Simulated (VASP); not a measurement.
# H2CO in VASP: notebook

H2CO is run at these levels: PBE+D3(BJ); tasks: single point.

All numbers are computed with VASP 6.6.1; they aren't measurements. Logs are shortened: lines on timing, memory, paths and dates and some standing lists are left out, and cuts for length are marked.

## (1) The cell of the first run

The cell holds an amorphous packing of atoms, 32 atoms: a = 7.601 Å, b = 7.601 Å, c = 7.601 Å, α = 90.00°, β = 90.00°, γ = 90.00°.

## (2) Single point, PBE+D3(BJ)

The input, INCAR:

```
ALGO     = Normal         # electronic algorithm
EDIFF    = 1E-7           # SCF threshold, eV
ENCUT    = 520            # plane-wave cutoff, eV
GGA      = PE             # functional
ISIF     = 2              # what is computed and relaxed
ISMEAR   = -1             # smearing method
IVDW     = 12             # dispersion correction
LASPH    = T              # aspherical terms in the spheres
LCHARG   = F              # write CHGCAR
LREAL    = Auto         
LWAVE    = F              # write WAVECAR
NBANDS   = 70             # bands
NELM     = 100            # most SCF steps
PREC     = Accurate       # precision mode
SIGMA    = 0.02           # smearing width, eV
```

The input, KPOINTS:

```
k-points
0
Gamma
  1 1 1
```

The input, POSCAR:

```
H2CO
1.0
    7.6012920000      0.0000000000      0.0000000000
    0.0000000000      7.6012920000      0.0000000000
    0.0000000000      0.0000000000      7.6012920000
O C H
8 8 16
Direct
    0.9985670857      1.0205370350      1.0029216086
   -0.0186021008      0.4402014815      0.3174986568
    0.6499158301      0.3218005571      0.6113434400
    0.5141494367      0.6082387047      0.1154145900
    0.2179103237      1.0901304673      0.6923822950
    0.5852426140      0.0240880103      1.0892358825
    0.2138583809      0.6589669230      0.6938162618
    0.7029331329      0.7602260247      0.5597601039
    0.9464969902      0.9384325717      0.8772061381
   -0.0141949553      0.3119732803      0.2266456808
    0.6225520609      0.3532952030      0.4556725357
    0.5675877206      0.6594536823     -0.0274163918
    0.2868591287      0.9783994616      0.5872554297
    0.5576420430      0.1458962503      0.9844247531
    0.2440374610      0.5344223061      0.5872948967
    0.7882081099      0.7984300564      0.4275852053
    0.8368972012      0.9892265683      0.7966540425
    1.0157220641      0.8177030957      0.8268857452
    0.0871430804      0.2820967804      0.1269784137
   -0.1230317162      0.2053072030      0.2223700918
    0.6600062200      0.4771557256      0.3991689834
    0.5754679599      0.2494839035      0.3518086136
    0.7038540290      0.6914350876     -0.0481102423
    0.4809971778      0.6707807041     -0.1436597884
    0.2034390996      0.9208697679      0.4803262393
    0.4294796200      0.9425897597      0.5930176081
    0.5547477981      0.2859382326      1.0322455709
    0.5393951449      0.1156382362      0.8442380585
    0.3461648362      0.5486961953      0.4729722263
    0.2034522552      0.3947486822      0.6095937375
    0.7376640708      0.8740750914      0.3199719206
    0.9188832635      0.7470308995      0.4094040855
```

Potentials or basis: VASP PAW PBE potentials, release 64 (O, C, H).

On the command line:

```bash
> cat potpaw_PBE.64/O/POTCAR potpaw_PBE.64/C/POTCAR potpaw_PBE.64/H/POTCAR > POTCAR
> mpirun -np 1 vasp_gam > vasp.out
```

OUTCAR:

```text
EDIFF = 1E-7
   ENCUT = 520
   GGA = PE
   ISIF = 2
   ISMEAR = -1
   IVDW = 12
   LASPH = T
   LREAL = Auto
   NELM = 100
   PREC = Accurate
 IVDW          = 12

 ion  position               nearest neighbor table
   1  0.999  0.021  0.003-   9 1.21
   2  0.981  0.440  0.317-  10 1.20
   3  0.650  0.322  0.611-  11 1.23
   4  0.514  0.608  0.115-  12 1.22
   5  0.218  0.090  0.692-  13 1.28
   6  0.585  0.024  0.089-  14 1.24
   7  0.214  0.659  0.694-  15 1.27
   8  0.703  0.760  0.560-  16 1.23
   9  0.946  0.938  0.877-  17 1.10  18 1.12   1 1.21
  10  0.986  0.312  0.227-  19 1.10  20 1.16   2 1.20
  11  0.623  0.353  0.456-  21 1.07  22 1.17   3 1.23
  12  0.568  0.659  0.973-  23 1.08  24 1.11   4 1.22
  13  0.287  0.978  0.587-  26 1.12  25 1.12   5 1.28
  14  0.558  0.146  0.984-  28 1.10  27 1.13   6 1.24
  15  0.244  0.534  0.587-  30 1.12  29 1.17   7 1.27
  16  0.788  0.798  0.428-  31 1.07  32 1.08   8 1.23
  17  0.837  0.989  0.797-   9 1.10
  18  0.016  0.818  0.827-   9 1.12
  19  0.087  0.282  0.127-  10 1.10
  20  0.877  0.205  0.222-  10 1.16
  21  0.660  0.477  0.399-  11 1.07
  22  0.575  0.249  0.352-  11 1.17
[... 8 lines left out ...]
  31  0.738  0.874  0.320-  16 1.07
  32  0.919  0.747  0.409-  16 1.08

  LATTYP: Found a simple cubic cell.
 ALAT       =     7.6012920000

  Lattice vectors:

 A1 = (   7.6012920000,   0.0000000000,   0.0000000000)
 A2 = (   0.0000000000,   7.6012920000,   0.0000000000)
 A3 = (   0.0000000000,   0.0000000000,   7.6012920000)

Analysis of symmetry for initial positions (statically):
=====================================================================
 Subroutine PRICEL returns:
 Original cell was already a primitive cell.

 Routine SETGRP: Setting up the symmetry group for a
 simple cubic supercell.

 Subroutine GETGRP returns: Found  1 space group operations
 (whereof  1 operations were pure point group operations)
 out of a pool of 48 trial point group operations.

The static configuration has the point symmetry C_1 .

Analysis of symmetry for dynamics (positions and initial velocities):
=====================================================================
 Subroutine PRICEL returns:
 Original cell was already a primitive cell.

 Routine SETGRP: Setting up the symmetry group for a
 simple cubic supercell.

 Subroutine GETGRP returns: Found  1 space group operations
 (whereof  1 operations were pure point group operations)
 out of a pool of 48 trial point group operations.

The dynamic configuration has the point symmetry C_1 .

 Subroutine INISYM returns: Found  1 space group operations
 (whereof  1 operations are pure point group operations),
 and found     1 'primitive' translations

----------------------------------------------------------------------------------------

                                     Primitive cell

  volume of cell :     439.1999

  direct lattice vectors                    reciprocal lattice vectors
     7.601292000  0.000000000  0.000000000     0.131556583  0.000000000  0.000000000
     0.000000000  7.601292000  0.000000000     0.000000000  0.131556583  0.000000000
     0.000000000  0.000000000  7.601292000     0.000000000  0.000000000  0.131556583

  length of vectors
     7.601292000  7.601292000  7.601292000     0.131556583  0.131556583  0.131556583

  position of ions in fractional coordinates (direct lattice)
     0.998567086  0.020537035  0.002921609
     0.981397899  0.440201481  0.317498657
     0.649915830  0.321800557  0.611343440
     0.514149437  0.608238705  0.115414590
     0.217910324  0.090130467  0.692382295
     0.585242614  0.024088010  0.089235882
[... 24 lines left out ...]
     0.737664071  0.874075091  0.319971921
     0.918883263  0.747030899  0.409404086

  ion indices of the primitive-cell ions
   primitive index   ion index
                 1           1
                 2           2
                 3           3
                 4           4
                 5           5
                 6           6
[... 24 lines left out ...]
                31          31
                32          32

----------------------------------------------------------------------------------------

 KPOINTS: k-points

Automatic generation of k-mesh.
 Grid dimensions read from file:
 generate k-points for:    1    1    1

 Generating k-lattice:

  Cartesian coordinates                     Fractional coordinates (reciprocal lattice)
     0.131556583  0.000000000  0.000000000     1.000000000  0.000000000  0.000000000
     0.000000000  0.131556583  0.000000000     0.000000000  1.000000000  0.000000000
     0.000000000  0.000000000  0.131556583     0.000000000  0.000000000  1.000000000

  Length of vectors
     0.131556583  0.131556583  0.131556583

  Shift w.r.t. Gamma in fractional coordinates (k-lattice)
     0.000000000  0.000000000  0.000000000

 Subroutine IBZKPT returns following result:
 ===========================================

 Found      1 irreducible k-points:

 Following reciprocal coordinates:
            Coordinates               Weight
  0.000000  0.000000  0.000000      1.000000
   k-points           NKPTS =      1   k-points in BZ     NKDIM =      1   number of bands    NBANDS=     70
   number of dos      NEDOS =    301   number of ions     NIONS =     32
   total plane-waves  NPLWV = 216000
   dimension x,y,z NGX =    60 NGY =   60 NGZ =   60
   dimension x,y,z NGXF=   120 NGYF=  120 NGZF=  120
   ions per type =               8   8  16
   NGX,Y,Z   is equivalent  to a cutoff of  13.12, 13.12, 13.12 a.u.
   NGXF,Y,Z  is equivalent  to a cutoff of  26.24, 26.24, 26.24 a.u.
 SYSTEM =  unknown system
   PREC   = accura    normal or accurate (medium, high low for compatibility)
   ISTART =      0    job   : 0-new  1-cont  2-samecut
   ICHARG =      2    charge: 1-file 2-atom 10-const
   ISPIN  =      1    spin polarized calculation?
   LNONCOLLINEAR =      F non collinear calculations
   LSORBIT =      F    spin-orbit coupling
   LASPH  =      T    aspherical Exc in radial PAW
   ENCUT  =  520.0 eV  38.22 Ry    6.18 a.u.  14.13 14.13 14.13*2*pi/ulx,y,z
   NELM   =    100;   NELMIN=  2; NELMDL= -5     # of ELM steps
   EDIFF  = 0.1E-06   stopping-criterion for ELM
   LREAL  =      T    real-space projection
   EDIFFG = 0.1E-05   stopping-criterion for IOM
   NSW    =      0    number of steps for IOM
   IBRION =     -1    ionic relax: 0-MD 1-quasi-New 2-CG
   NFREE  =      0    steps in history (QN), initial steepest desc. (CG)
   ISIF   =      2    stress and relaxation
   ISYM   =      2    0-nonsym 1-usesym 2-fastsym
   POTIM  = 0.5000    time-step for ionic-motion
   TEBEG  =    0.0;   TEEND  =   0.0 temperature during run
   PSTRESS=    0.0 pullay stress
   NELECT =      96.0000    total number of electrons
   NUPDOWN=      -1.0000    fix difference up-down
   EMIN   =  10.00;   EMAX   =-10.00  energy-range for DOS
   EFERMI =   0.00;   METHOD = LEGACY
   ISMEAR =    -1;   SIGMA  =   0.02  broadening in eV -4-tet -1-fermi 0-gaus
   EFERMI_NEDOS =   21; number of points for ismear=-14 and -15
   IALGO  =     38    algorithm
   IMIX   =      4    mixing-type and parameters
     AMIX     =   0.40;   BMIX     =  1.00
     AMIX_MAG =   1.60;   BMIX_MAG =  1.00
  volume/ion in A,a.u.               =      13.72        92.62
  Fermi-wavevector in a.u.,A,eV,Ry     =   0.986153  1.863560 13.231647  0.972499
  Thomas-Fermi vector in A             =   2.117513
   LORBIT       =      0    0 simple, 1 ext, 2 COOP (PROOUT), +10 PAW based schemes
   GGA     = PE    functional components
   LHFCALC =     F    Hartree Fock is set to
   AEXX    =    0.0000 exact exchange contribution
   IVDW    =    12    specifies the selected vdW correction
   LEPSILON=     F    determine dielectric tensor
   LRPA    =     F    only Hartree local field effects (RPA)
 non-spin polarized calculation
  energy-cutoff  :      520.00
  volume of cell :      439.20
 maximum number of plane-waves:      5877
 NGX is ok and might be reduce to    60
   NGX = 29   NGY = 29   NGZ = 29

 number of electron      96.0000002 magnetization

 Free energy of the ion-electron system (eV)
  ---------------------------------------------------
  ext. energy  EPLUGINS =         0.00000000
  ---------------------------------------------------
  free energy    TOTEN  =      -177.51714993 eV

  energy without entropy =     -177.51714993  energy(sigma->0) =     -177.51714993

 E-fermi :  -2.1989     XC(G=0):  -6.4336

 val. band max:       -2.6982931263   @ k =   0.0000   0.0000   0.0000
 cond. band min:      -0.1601543275   @ k =   0.0000   0.0000   0.0000
 fundamental gap:      2.5381387988
 Fermi energy:        -2.1988743730

 k-point     1 :       0.0000    0.0000    0.0000
  band No.  band energies     occupation
      1     -23.9700      2.00000
      2     -23.3323      2.00000
      3     -23.3015      2.00000
      4     -23.2707      2.00000
      5     -23.2411      2.00000
      6     -23.2265      2.00000
[... 52 lines left out ...]
     59       3.9977      0.00000
     60       4.2479      0.00000
 [bands above 60 left out]

------------------------ aborting loop because EDIFF is reached ----------------------------------------

 Edisp (eV)   -1.31536

 E8    (eV) :    -0.3052

  FORCE on cell =-STRESS in cart. coord.  units (eV):
  Direction    XX          YY          ZZ          XY          YZ          ZX
  --------------------------------------------------------------------------------------
  -------------------------------------------------------------------------------------
  Total       0.09031    -4.72800    -4.47927     0.93935    -3.64482     1.51425
  in kB       0.32943   -17.24748   -16.34014     3.42670   -13.29611     5.52391
  external pressure =      -11.09 kB  Pullay stress =        0.00 kB

 VOLUME and BASIS-vectors are now :
 -----------------------------------------------------------------------------
  energy-cutoff  :      520.00
  volume of cell :      439.20
      direct lattice vectors                 reciprocal lattice vectors
     7.601292000  0.000000000  0.000000000     0.131556583  0.000000000  0.000000000
     0.000000000  7.601292000  0.000000000     0.000000000  0.131556583  0.000000000
     0.000000000  0.000000000  7.601292000     0.000000000  0.000000000  0.131556583

 POSITION                                       TOTAL-FORCE (eV/Angst)
 -----------------------------------------------------------------------------------
      7.59040      0.15611      0.02221         0.196379      0.134827      1.008459
      7.45989      3.34610      2.41340         0.085880      1.415511      1.153074
      4.94020      2.44610      4.64700        -0.490552     -0.203035     -0.470044
      3.90820      4.62340      0.87730        -0.001545     -0.211490     -0.008983
      1.65640      0.68511      5.26300         1.550097     -1.980981     -2.106724
      4.44860      0.18310      0.67831        -0.276303      0.936754     -0.610989
[... 24 lines left out ...]
      5.60720      6.64410      2.43220        -0.707596      0.842566     -0.769757
      6.98470      5.67840      3.11200         1.159459     -0.325092     -0.007645
 -----------------------------------------------------------------------------------
    total drift:                               -0.002307     -0.007614     -0.014576

  FREE ENERGIE OF THE ION-ELECTRON SYSTEM (eV)
  ---------------------------------------------------
  free  energy   TOTEN  =      -178.8325128919 eV

  energy  without entropy=     -178.8325128919  energy(sigma->0) =     -178.83251289
```

It took 68 s on 1 thread of Intel Xeon Platinum 8488C (Sapphire Rapids), shared host; peak memory 0.47 GiB.

What came out:

| Quantity | Value |
| --- | --- |
| Free energy | -178.8325 eV |
| Pressure | -1.1 GPa |
| Largest force | 3.319 eV/Å |
| Band gap on the k mesh | 2.54 eV |
| Dispersion energy per atom | -0.041 eV |

Forces on the atoms (eV/Å):
```
O    0.196  0.135  1.008
O    0.086  1.416  1.153
O   -0.491 -0.203 -0.470
O   -0.002 -0.211 -0.009
O    1.550 -1.981 -2.107
O   -0.276  0.937 -0.611
O    0.299 -2.402 -2.271
O    0.108  0.476 -0.387
C    0.445 -0.378 -1.079
C   -0.999 -2.216 -1.403
C    0.274 -1.624 -0.258
C   -0.891 -0.144  0.279
C   -1.452  1.978  1.654
C    0.303 -0.962  1.118
C    1.384  1.669  1.140
C   -0.590 -0.774  1.195
H   -0.344 -0.076 -0.154
H   -0.383  0.187  0.313
H    0.478  0.167 -0.001
H    0.622  0.760  0.331
H   -0.043  1.011 -0.381
H    0.136  0.625  1.199
H    1.131  0.277 -0.167
H   -0.123  0.078 -0.017
H    0.363  0.052  0.187
H   -0.336  0.013 -0.022
H   -0.099 -0.287 -0.285
H   -0.113  0.352 -0.236
H   -1.270  0.280  0.858
H   -0.415  0.328  0.201
H   -0.708  0.843 -0.770
H    1.159 -0.325 -0.008
```

Levels at points of the mesh, in eV from the valence-band top:
```tsv
k point	band 45	band 46	band 47	band 48	band 49	band 50	band 51	band 52
(0.00, 0.00, 0.00)	-0.26	-0.25	-0.12	0.00	2.54	2.95	3.04	3.15
```

Caveat: the k points lie up to 0.83 Å⁻¹ apart.

(Part 1 of 2 ends here.)
